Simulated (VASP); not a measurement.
Set up this calculation in VASP 6.6.1, as the native input.

| Quantity | Value |
| --- | --- |
| Task | single point |
| Functional | PBE |
| Dispersion | D3(BJ) |
| Potentials or basis | VASP PAW PBE potentials, release 64 (C) |
| Cutoff | 520 eV |
| k mesh | 15 × 15 × 1 |
| Occupations | gaussian, width 0.1 eV |
| Spin | no spin polarisation |
| Dipole correction | yes |
| Further INCAR settings | ALGO = Normal; EDIFF = 1e-06; NBANDS = 21 |

The structure of C lies in POSCAR:

```
C
1.0
    2.4649796689      0.0000000000      0.0000000000
   -1.2324898345      2.1347350131      0.0000000000
    0.0000000000      0.0000000000     21.7384333923
C
6
Direct
    0.0000000000      0.0000000000      0.3450110732
    0.3333333333      0.6666666667      0.3450110624
    0.0000000000      0.0000000000      0.5000000054
    0.6666666667      0.3333333333      0.4999999946
    0.0000000000      0.0000000000      0.6549889376
    0.3333333333      0.6666666667      0.6549889268
```

One way to write it, as run:

INCAR

```
SYSTEM = C
PREC     = Accurate       ! precision mode
ENCUT    = 520            ! plane-wave cutoff, eV
EDIFF    = 1E-6           ! SCF threshold, eV
ISMEAR   = 0              ! smearing method
SIGMA    = 0.1            ! smearing width, eV
LREAL    = .False.        ! projectors in reciprocal space
LASPH    = .True.         ! aspherical terms in the spheres
NELM     = 60             ! most SCF steps
ALGO     = Normal         ! electronic algorithm
ISIF     = 2              ! what is computed and relaxed
LWAVE    = .False.        ! write WAVECAR
LCHARG   = .False.        ! write CHGCAR
LDIPOL   = .True.       
IDIPOL   = 3            
DIPOL    = 0.5 0.5 0.500
GGA      = PE             ! functional
IVDW     = 12             ! dispersion correction
NBANDS   = 21             ! bands
```

KPOINTS

```
Automatic mesh
0
Gamma
  15 15 1
  0 0 0
```

Potentials or basis: VASP PAW PBE potentials, release 64 (C).

Launch:

```console
$ cat potpaw_PBE.64/C/POTCAR > POTCAR
$ mpirun -np 1 vasp_std > vasp.out
```

Results of the run:

* Largest force: 0.012 eV/Å
* Dispersion energy per atom: -0.131 eV

Run time: 61 s on 1 thread of Intel(R) Xeon(R) Platinum 8559C (Emerald Rapids) (shared host), peak memory 0.23 GiB.
